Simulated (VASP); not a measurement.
Here is a VASP 6.6.1 calculation.

INCAR

```
ALGO = Normal
EDIFF = 1E-7
ENCUT = 520
ISIF = 2
ISMEAR = 0
LASPH = True
LCHARG = False
LREAL = False
LWAVE = False
NBANDS = 11
NELM = 80
PREC = Accurate
SIGMA = 0.05
```

File KPOINTS:

```
k-points
0
Gamma
  12 12 12
```

The input POSCAR:

```
BN
1.0
    0.0000000000      1.7899977716      1.7899977716
    1.7899977716      0.0000000000      1.7899977716
    1.7899977716      1.7899977716      0.0000000000
B N
1 1
Direct
    0.0000000000      0.0000000000      0.0000000000
    0.7500000000      0.7500000000      0.7500000000
```

Potentials or basis: VASP PAW LDA potentials, release 64 (B, N).

Run with:

```bash
$ cat potpaw_LDA.64/B/POTCAR potpaw_LDA.64/N/POTCAR > POTCAR
$ mpirun -np 1 vasp_std > vasp.out
```

Estimate the band gap on the k mesh.

4.38 eV, indirect (least direct gap 8.82 eV).

Predict the pressure.

1.2 GPa.

A k mesh can miss the band edges.
